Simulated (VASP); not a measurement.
The system is TiCo.

```xyz
2
Lattice="2.9861 0.0000 0.0000 0.0000 2.9861 0.0000 0.0000 0.0000 2.9861" Properties=species:S:1:pos:R:3 pbc="T T T"
Ti    0.0000    0.0000    0.0000
Co    1.4931    1.4931    1.4931
```

Base run:

```yaml
Program: VASP 6.6.1
Functional: PBE
Potentials_or_basis: VASP PAW PBE potentials, release 64 (Ti_sv, Co)
Cutoff: 520 eV
k_mesh: 13 × 13 × 13
Occupations: fermi-dirac, width 0.03 eV
Spin: collinear spin, ferromagnetic start
Starting_moments: "[0.0, 0.75] μB"
Fixed_moment: 0.75 μB
```

Its results: pressure -0.8 GPa; site moments Ti -0.09; Co +0.90 μB.

Problem. The run is repeated on the same cell with these changes: fixed moment from 0.75 μB to 0.62 μB; moments at the start from [0.0, 0.75] to [0.0, 0.62]. What comes out?

Solution. Pressure -1.2 GPa; site moments Ti -0.11; Co +0.80 μB.

Caveats: the total moment is fixed, so each spin has its own Fermi level and the state may be an excited one.
